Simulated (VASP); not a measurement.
**As: single point with PBE+D3(BJ)**

Slab: As, a slab with vacuum.

```
CELL_PARAMETERS angstrom
3.57134 0.00000 0.00000
-1.78567 3.09287 0.00000
0.00000 0.00000 20.29528
ATOMIC_POSITIONS crystal
As 0.33333 0.66667 0.29008
As 0.66667 0.33333 0.22173
As 0.66667 0.33333 0.49135
As 0.00000 0.00000 0.42300
```

* Program: VASP 6.6.1
* Task: single point
* Functional: PBE
* Dispersion: D3(BJ)
* Potentials or basis: VASP PAW PBE potentials, release 64 (As)
* Cutoff: 520 eV
* k mesh: 9 × 9 × 1
* Occupations: gaussian, width 0.05 eV
* Spin: no spin polarisation

```yaml
Largest_force: 0.093 eV/Å
Band_gap_on_the_k_mesh: 0.43 eV, indirect (least direct gap 1.32 eV)
Dispersion_energy_per_atom: -0.297 eV
```

Forces on the atoms (eV/Å):
```
As   0.000  0.000  0.093
As   0.000  0.000 -0.089
As   0.000  0.000  0.089
As   0.000  0.000 -0.093
```

Levels at points of the mesh, in eV from the valence-band top:
| k point | band 8 | band 9 | band 10 | band 11 | band 12 | band 13 |
| --- | --- | --- | --- | --- | --- | --- |
| (0.00, 0.00, 0.00) | -0.80 | -0.80 | -0.20 | 1.12 | 2.13 | 2.45 |

Wall time 52 s on 1 thread of Intel(R) Xeon(R) 6975P-C (Granite Rapids), on a shared host, peak memory 0.33 GiB.
